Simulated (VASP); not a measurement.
# W: single point with PBE

W:

```
CELL_PARAMETERS angstrom
-1.18362 1.64237 1.64237
1.64237 -1.18362 1.64237
1.64237 1.64237 -1.18362
ATOMIC_POSITIONS crystal
W 0.00000 0.00000 0.00000
```

- Program: VASP 6.6.1
- Task: single point
- Functional: PBE
- Potentials or basis: VASP PAW PBE potentials, release 64 (W_sv)
- Cutoff: 520 eV
- k mesh: 22 × 22 × 22
- Occupations: gaussian, width 0.15 eV
- Spin: no spin polarisation

| Quantity | Value |
| --- | --- |
| Pressure | 11.0 GPa |
| Band gap on the k mesh | zero (band 7 reaches 12.34 eV, above the bottom of band 8 at 9.51 eV) |

Stress tensor (GPa, compression positive):
```
 11.04 -16.20 -16.20
-16.20  11.04 -16.20
-16.20 -16.20  11.04
```

Levels at points of the mesh, in eV from the Fermi level:
```tsv
k point	band 5	band 6	band 7	band 8	band 9	band 10
(0.00, 0.00, 0.00)	-9.26	-4.09	-4.09	3.05	4.15	4.15
(0.50, 0.00, 0.00)	-5.83	-3.84	-0.74	1.75	2.27	4.39
(0.50, 0.50, 0.00)	-6.10	-3.63	1.58	2.25	2.89	7.42
(0.50, 0.50, 0.50)	-5.27	-5.27	-1.47	6.78	7.42	7.42
```

Wall time 110 s on 1 thread of Intel Xeon 6975P-C (shared host), peak memory 0.3 GiB.

Caveat: spin-orbit coupling is left out, which moves the levels of the heavy elements.
